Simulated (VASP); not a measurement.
Set up this calculation in VASP 6.6.1, as the native input.

```
Task                   : relaxation of cell and atoms
Functional             : PBE
Potentials or basis    : VASP PAW PBE potentials, release 64 (Ta_pv, Cd)
Cutoff                 : 600 eV
k mesh                 : 10 × 10 × 10
Occupations            : fermi-dirac, width 0.15 eV
Spin                   : no spin polarisation
Dipole correction      : no
Further INCAR settings : ALGO = Fast; EDIFF = 1e-06; IBRION = 2; EDIFFG = -0.001; NSW = 80; ISIF = 3
```

The structure of TaCd3 lies in POSCAR:

```
TaCd3
1.0
    4.2966265109      0.0000000000      0.0000000000
    0.0000000000      4.2966265109      0.0000000000
    0.0000000000      0.0000000000      4.2966265109
Ta Cd
1 3
Direct
    0.0000000000      0.0000000000      0.0000000000
    0.0000000000      0.5000000000      0.5000000000
    0.5000000000      0.0000000000      0.5000000000
    0.5000000000      0.5000000000      0.0000000000
```

The input as run:

INCAR

```
SYSTEM = TaCd3
PREC = Accurate
ENCUT = 600
EDIFF = 1E-6
ISMEAR = -1
SIGMA = 0.15
LREAL = .False.
LASPH = .True.
NELM = 60
ALGO = Fast
ISIF = 3
LWAVE = .False.
LCHARG = .False.
GGA = PE
IBRION = 2
NSW = 80
EDIFFG = -0.001
```

KPOINTS

```
Automatic mesh
0
Gamma
  10 10 10
  0 0 0
```

Potentials or basis: VASP PAW PBE potentials, release 64 (Ta_pv, Cd).

The run is started by

```sh
$ cat potpaw_PBE.64/Ta_pv/POTCAR potpaw_PBE.64/Cd/POTCAR > POTCAR
$ mpirun -np 1 vasp_std > vasp.out
```

It gave:

The relaxed volume is 19.94 Å³/atom. The relaxed cell is a = 4.304 Å, b = 4.304 Å, c = 4.304 Å, α = 90.00°, β = 90.00°, γ = 90.00° and the space group after relaxing (to 0.05 Å) is Pm-3m (No. 221). The energy gained by relaxing is 0.2 meV/atom, the ionic steps are 5 and the pressure after relaxing is 0.0 GPa.

Wall time 3.6 min on 1 thread of Intel(R) Xeon(R) Platinum 8559C (Emerald Rapids) (shared host), peak memory 0.3 GiB.
